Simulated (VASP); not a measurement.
# Li2O (Fm-3m) in VASP: notebook

Aim: see how the results for Li2O move with the level of theory and the settings. Levels: PBE, PBEsol+D3(BJ). Tasks: single point.

All numbers are computed with VASP 6.6.1; they aren't measurements. Logs are shortened: lines on timing, memory, paths and dates and some standing lists are left out, and cuts for length are marked.

## 1. The cell of the first run

The structure is cubic, space group Fm-3m (No. 225). Conventional cell: a = 4.619 Å, b = 4.619 Å, c = 4.619 Å, α = 90.00°, β = 90.00°, γ = 90.00°. Within 2.6 Å of O (site symmetry m-3m) lie 8 Li at 2.00 Å. Within 2.6 Å of Li (site symmetry -43m) lie 4 O at 2.00 Å and 6 Li at 2.31 Å.

## 2. Single point, PBE

INCAR

```
SYSTEM = Li2O
  PREC = Accurate
  ENCUT = 750
  EDIFF = 1E-6
  ISMEAR = -1
  SIGMA = 0.0178
  LREAL = .FALSE.
  LASPH = .TRUE.
  NELM = 120
  ALGO = Normal
  ISIF = 2
  LWAVE = .FALSE.
  LCHARG = .FALSE.
  GGA = PE
  NBANDS = 13
  GGA_COMPAT = .FALSE.
```

KPOINTS

```
regular mesh
0
G
  7 7 7
  0 0 0
```

POSCAR

```
Li2O
1.0
    0.0000000000      2.3093130000      2.3093130000
    2.3093130000      0.0000000000      2.3093130000
    2.3093130000      2.3093130000      0.0000000000
O Li
1 2
Direct
    0.0000000000      0.0000000000      0.0000000000
    0.2500000000      0.2500000000      0.2500000000
    0.7500000000      0.7500000000      0.7500000000
```

Potentials or basis: VASP PAW PBE potentials, release 64 (O, Li_sv).

Started as:

```console
$ cat potpaw_PBE.64/O/POTCAR potpaw_PBE.64/Li_sv/POTCAR > POTCAR
$ mpirun -np 1 vasp_std > vasp.out
```

OUTCAR:

```text
SYSTEM = Li2O
   PREC = Accurate
   ENCUT = 750
   EDIFF = 1E-6
   ISMEAR = -1
   LREAL = .FALSE.
   LASPH = .TRUE.
   NELM = 120
   ISIF = 2
   GGA = PE

 ion  position               nearest neighbor table
   1  0.000  0.000  0.000-   2 2.00   3 2.00   3 2.00   3 2.00   3 2.00   2 2.00   2 2.00   2 2.00

   2  0.250  0.250  0.250-   1 2.00   1 2.00   1 2.00   1 2.00   3 2.31   3 2.31   3 2.31   3 2.31
                             3 2.31   3 2.31
   3  0.750  0.750  0.750-   1 2.00   1 2.00   1 2.00   1 2.00   2 2.31   2 2.31   2 2.31   2 2.31
                             2 2.31   2 2.31

  LATTYP: Found a face centered cubic cell.
 ALAT       =     4.6186260000

  Lattice vectors:

 A1 = (   0.0000000000,   2.3093130000,   2.3093130000)
 A2 = (   2.3093130000,   0.0000000000,   2.3093130000)
 A3 = (   2.3093130000,   2.3093130000,   0.0000000000)

Analysis of symmetry for initial positions (statically):
=====================================================================
 Subroutine PRICEL returns:
 Original cell was already a primitive cell.

 Routine SETGRP: Setting up the symmetry group for a
 face centered cubic supercell.

 Subroutine GETGRP returns: Found 48 space group operations
 (whereof 48 operations were pure point group operations)
 out of a pool of 48 trial point group operations.

The static configuration has the point symmetry O_h .

Analysis of symmetry for dynamics (positions and initial velocities):
=====================================================================
 Subroutine PRICEL returns:
 Original cell was already a primitive cell.

 Routine SETGRP: Setting up the symmetry group for a
 face centered cubic supercell.

 Subroutine GETGRP returns: Found 48 space group operations
 (whereof 48 operations were pure point group operations)
 out of a pool of 48 trial point group operations.

The dynamic configuration has the point symmetry O_h .

 Subroutine INISYM returns: Found 48 space group operations
 (whereof 48 operations are pure point group operations),
 and found     1 'primitive' translations

----------------------------------------------------------------------------------------

                                     Primitive cell

  volume of cell :      24.6308

  direct lattice vectors                    reciprocal lattice vectors
     0.000000000  2.309313000  2.309313000    -0.216514608  0.216514608  0.216514608
     2.309313000  0.000000000  2.309313000     0.216514608 -0.216514608  0.216514608
     2.309313000  2.309313000  0.000000000     0.216514608  0.216514608 -0.216514608

  length of vectors
     3.265861764  3.265861764  3.265861764     0.375014302  0.375014302  0.375014302

  position of ions in fractional coordinates (direct lattice)
     0.000000000  0.000000000  0.000000000
     0.250000000  0.250000000  0.250000000
     0.750000000  0.750000000  0.750000000

  ion indices of the primitive-cell ions
   primitive index   ion index
                 1           1
                 2           2
                 3           3

----------------------------------------------------------------------------------------

 KPOINTS: regular mesh

Automatic generation of k-mesh.
 Grid dimensions read from file:
 generate k-points for:    7    7    7

 Generating k-lattice:

  Cartesian coordinates                     Fractional coordinates (reciprocal lattice)
    -0.030930658  0.030930658  0.030930658     0.142857143  0.000000000  0.000000000
     0.030930658 -0.030930658  0.030930658     0.000000000  0.142857143  0.000000000
     0.030930658  0.030930658 -0.030930658     0.000000000  0.000000000  0.142857143

  Length of vectors
     0.053573472  0.053573472  0.053573472

  Shift w.r.t. Gamma in fractional coordinates (k-lattice)
     0.000000000  0.000000000  0.000000000

 Subroutine IBZKPT returns following result:
 ===========================================

 Found     20 irreducible k-points:

 Following reciprocal coordinates:
            Coordinates               Weight
  0.000000  0.000000  0.000000      1.000000
  0.142857  0.000000  0.000000      8.000000
  0.285714  0.000000  0.000000      8.000000
  0.428571  0.000000  0.000000      8.000000
  0.142857  0.142857  0.000000      6.000000
  0.285714  0.142857  0.000000     24.000000
[... 12 lines left out ...]
 -0.428571  0.428571  0.142857     24.000000
 -0.285714  0.428571  0.142857     24.000000
   k-points           NKPTS =     20   k-points in BZ     NKDIM =     20   number of bands    NBANDS=     13
   number of dos      NEDOS =    301   number of ions     NIONS =      3
   total plane-waves  NPLWV =  27000
   dimension x,y,z NGX =    30 NGY =   30 NGZ =   30
   dimension x,y,z NGXF=    60 NGYF=   60 NGZF=   60
   ions per type =               1   2
   NGX,Y,Z   is equivalent  to a cutoff of  15.27, 15.27, 15.27 a.u.
   NGXF,Y,Z  is equivalent  to a cutoff of  30.54, 30.54, 30.54 a.u.
 SYSTEM =  Li2O
   PREC   = accura    normal or accurate (medium, high low for compatibility)
   ISTART =      0    job   : 0-new  1-cont  2-samecut
   ICHARG =      2    charge: 1-file 2-atom 10-const
   ISPIN  =      1    spin polarized calculation?
   LNONCOLLINEAR =      F non collinear calculations
   LSORBIT =      F    spin-orbit coupling
   LASPH  =      T    aspherical Exc in radial PAW
   ENCUT  =  750.0 eV  55.12 Ry    7.42 a.u.   7.29  7.29  7.29*2*pi/ulx,y,z
   NELM   =    120;   NELMIN=  2; NELMDL= -5     # of ELM steps
   EDIFF  = 0.1E-05   stopping-criterion for ELM
   LREAL  =      F    real-space projection
   EDIFFG = 0.1E-04   stopping-criterion for IOM
   NSW    =      0    number of steps for IOM
   IBRION =     -1    ionic relax: 0-MD 1-quasi-New 2-CG
   NFREE  =      0    steps in history (QN), initial steepest desc. (CG)
   ISIF   =      2    stress and relaxation
   ISYM   =      2    0-nonsym 1-usesym 2-fastsym
   POTIM  = 0.5000    time-step for ionic-motion
   TEBEG  =    0.0;   TEEND  =   0.0 temperature during run
   PSTRESS=    0.0 pullay stress
   NELECT =      12.0000    total number of electrons
   NUPDOWN=      -1.0000    fix difference up-down
   EMIN   =  10.00;   EMAX   =-10.00  energy-range for DOS
   EFERMI =   0.00;   METHOD = LEGACY
   ISMEAR =    -1;   SIGMA  =   0.02  broadening in eV -4-tet -1-fermi 0-gaus
   EFERMI_NEDOS =   21; number of points for ismear=-14 and -15
   IALGO  =     38    algorithm
   IMIX   =      4    mixing-type and parameters
     AMIX     =   0.40;   BMIX     =  1.00
     AMIX_MAG =   1.60;   BMIX_MAG =  1.00
  volume/ion in A,a.u.               =       8.21        55.41
  Fermi-wavevector in a.u.,A,eV,Ry     =   1.288178  2.434303 22.577532  1.659402
  Thomas-Fermi vector in A             =   2.420147
   LORBIT       =      0    0 simple, 1 ext, 2 COOP (PROOUT), +10 PAW based schemes
   GGA     = PE    functional components
   LHFCALC =     F    Hartree Fock is set to
   AEXX    =    0.0000 exact exchange contribution
   IVDW    =     0    specifies the selected vdW correction
   LEPSILON=     F    determine dielectric tensor
   LRPA    =     F    only Hartree local field effects (RPA)
 non-spin polarized calculation
  energy-cutoff  :      750.00
  volume of cell :       24.63
 maximum number of plane-waves:      1173
 NGX is ok and might be reduce to    30
   NGX = 15   NGY = 15   NGZ = 15

 number of electron      12.0000000 magnetization

 Free energy of the ion-electron system (eV)
  ---------------------------------------------------
  ext. energy  EPLUGINS =         0.00000000
  ---------------------------------------------------
  free energy    TOTEN  =       -14.35596325 eV

  energy without entropy =      -14.35596325  energy(sigma->0) =      -14.35596325

 E-fermi :   1.8877     XC(G=0):  -9.7548

 val. band max:        1.3367206276   @ k =   0.0000   0.0000   0.0000
 cond. band min:       6.4807376725   @ k =   0.4286   0.4286   0.0000
 fundamental gap:      5.1440170449
 Fermi energy:         1.8876877312

 k-point     1 :       0.0000    0.0000    0.0000
  band No.  band energies     occupation
      1     -41.6450      2.00000
      2     -41.3147      2.00000
      3     -14.1129      2.00000
      4       1.3367      2.00000
      5       1.3367      2.00000
      6       1.3367      2.00000
      7       6.6074      0.00000
      8      13.2779      0.00000
      9      13.2779      0.00000
     10      13.2779      0.00000
     11      20.3441      0.00000
     12      20.3441      0.00000
     13      20.3441      0.00000

 k-point     2 :       0.1429    0.0000    0.0000
  band No.  band energies     occupation
      1     -41.6261      2.00000
      2     -41.3289      2.00000
      3     -14.0738      2.00000
      4       0.6896      2.00000
      5       1.2445      2.00000
      6       1.2445      2.00000
      7       7.1418      0.00000
      8      13.2888      0.00000
      9      13.5451      0.00000
     10      13.5451      0.00000
     11      18.7884      0.00000
     12      18.7884      0.00000
     13      21.0015      0.00000

 k-point     3 :       0.2857    0.0000    0.0000
  band No.  band energies     occupation
      1     -41.5746      2.00000
      2     -41.3694      2.00000
      3     -13.9800      2.00000
      4      -0.5079      2.00000
      5       1.0524      2.00000
      6       1.0524      2.00000
      7       8.3764      0.00000
      8      12.8957      0.00000
      9      13.7370      0.00000
     10      13.7370      0.00000
     11      18.1767      0.00000
     12      18.1767      0.00000
     13      22.5391      0.00000

 k-point     4 :       0.4286    0.0000    0.0000
  band No.  band energies     occupation
      1     -41.5041      2.00000
      2     -41.4310      2.00000
      3     -13.8985      2.00000
      4      -1.3233      2.00000
      5       0.9110      2.00000
      6       0.9110      2.00000
      7       9.9471      0.00000
      8      11.7185      0.00000
      9      13.4630      0.00000
     10      13.4630      0.00000
     11      18.9782      0.00000
     12      18.9782      0.00000
     13      23.9172      0.00000

 k-point     5 :       0.1429    0.1429    0.0000
  band No.  band energies     occupation
      1     -41.6208      2.00000
      2     -41.3325      2.00000
      3     -14.0615      2.00000
      4       0.8396      2.00000
      5       1.0451      2.00000
      6       1.0451      2.00000
      7       7.1878      0.00000
      8      13.4756      0.00000
      9      13.4756      0.00000
     10      13.8467      0.00000
     11      16.8198      0.00000
     12      21.6575      0.00000
     13      21.6575      0.00000
[... 193 lines left out ...]
 k-point    18 :      -0.4286    0.2857    0.1429
  band No.  band energies     occupation
      1     -41.4917      2.00000
      2     -41.4371      2.00000
      3     -13.8590      2.00000
      4      -0.9616      2.00000
      5       0.1977      2.00000
      6       0.5035      2.00000
      7       8.9377      0.00000
      8      11.8160      0.00000
      9      14.6528      0.00000
     10      14.9663      0.00000
     11      17.9815      0.00000
     12      20.1039      0.00000
     13      24.1543      0.00000

 k-point    19 :      -0.4286    0.4286    0.1429
  band No.  band energies     occupation
      1     -41.5017      2.00000
      2     -41.4237      2.00000
      3     -13.8425      2.00000
      4      -0.5096      2.00000
      5      -0.0343      2.00000
      6       0.0580      2.00000
      7       7.5902      0.00000
      8      13.0226      0.00000
      9      14.9827      0.00000
     10      15.6969      0.00000
     11      17.5838      0.00000
     12      21.8369      0.00000
     13      23.0761      0.00000

 k-point    20 :      -0.2857    0.4286    0.1429
  band No.  band energies     occupation
      1     -41.4689      2.00000
      2     -41.4558      2.00000
      3     -13.8316      2.00000
      4      -0.6721      2.00000
      5      -0.1474      2.00000
      6       0.1220      2.00000
      7       8.4887      0.00000
      8      11.9485      0.00000
      9      15.1233      0.00000
     10      15.4906      0.00000
     11      18.9177      0.00000
     12      19.8112      0.00000
     13      24.2333      0.00000

------------------------ aborting loop because EDIFF is reached ----------------------------------------

  FORCE on cell =-STRESS in cart. coord.  units (eV):
  Direction    XX          YY          ZZ          XY          YZ          ZX
  --------------------------------------------------------------------------------------
  -------------------------------------------------------------------------------------
  Total        0.0088557      0.0088557      0.0088557      0.0000000      0.0000000      0.0000000
  in kB        0.5760433      0.5760433      0.5760433      0.0000000      0.0000000      0.0000000
  external PRESSURE =       0.5760433 kB  Pullay stress =       0.0000000 kB

 VOLUME and BASIS-vectors are now :
 -----------------------------------------------------------------------------
  energy-cutoff  :      750.00
  volume of cell :       24.63
      direct lattice vectors                 reciprocal lattice vectors
     0.000000000  2.309313000  2.309313000    -0.216514608  0.216514608  0.216514608
     2.309313000  0.000000000  2.309313000     0.216514608 -0.216514608  0.216514608
     2.309313000  2.309313000  0.000000000     0.216514608  0.216514608 -0.216514608

 POSITION                                       TOTAL-FORCE (eV/Angst)
 -----------------------------------------------------------------------------------
      0.00000      0.00000      0.00000        -0.000000     -0.000000      0.000000
      1.15466      1.15466      1.15466        -0.000000     -0.000000     -0.000000
      3.46397      3.46397      3.46397         0.000000      0.000000      0.000000
 -----------------------------------------------------------------------------------
    total drift:                                0.000000     -0.000000      0.000000

  FREE ENERGIE OF THE ION-ELECTRON SYSTEM (eV)
  ---------------------------------------------------
  free  energy   TOTEN  =       -14.3559632546 eV

  energy  without entropy=      -14.3559632546  energy(sigma->0) =      -14.35596325
```

Wall time 13 s (1 thread of Intel Xeon 6975P-C (Granite Rapids), shared host); peak memory 0.15 GiB.

Results:

- Free energy: -14.3560 eV
- Pressure: 0.1 GPa
- Band gap on the k mesh: 5.14 eV, indirect (least direct gap 5.27 eV)

Levels at points of the mesh, in eV from the valence-band top:
```tsv
k point	band 2	band 3	band 4	band 5	band 6	band 7	band 8	band 9	band 10	band 11
(0.00, 0.00, 0.00)	-42.65	-15.45	0.00	0.00	0.00	5.27	11.94	11.94	11.94	19.01
```

A k mesh can miss the band edges. PBE gaps usually lie below the measured ones, often by a third to a half.

## 3. Single point, PBE

INCAR

```
PREC = Accurate
ENCUT = 750
EDIFF = 1E-6
ISMEAR = -1
SIGMA = 0.0178
LREAL = F
LASPH = T
NELM = 120
ALGO = Normal
ISIF = 2
LWAVE = F
LCHARG = T
GGA = PE
LELF = T
LVHAR = T
NBANDS = 13
GGA_COMPAT = F
```

KPOINTS

```
regular mesh
0
Gamma
  7 7 7
```

POSCAR is that of step 2.

Potentials or basis: VASP PAW PBE potentials, release 64 (O, Li_sv).

Started as:

```console
$ cat potpaw_PBE.64/O/POTCAR potpaw_PBE.64/Li_sv/POTCAR > POTCAR
$ mpirun -np 1 vasp_std > vasp.out
```

It took 15 s on 1 thread of Intel Xeon 6975P-C (Granite Rapids), shared host; peak memory 0.16 GiB.

Results (log left out):

| Item | Value |
| --- | --- |
| Free energy | -14.3560 eV |
| Pressure | 0.1 GPa |
| Band gap on the k mesh | 5.14 eV, indirect (least direct gap 5.27 eV) |

Levels at points of the mesh, in eV from the valence-band top:
```tsv
k point	band 3	band 4	band 5	band 6	band 7	band 8	band 9	band 10
(0.00, 0.00, 0.00)	-15.45	0.00	0.00	0.00	5.27	11.94	11.94	11.94
```

[end of part 1 of 2]
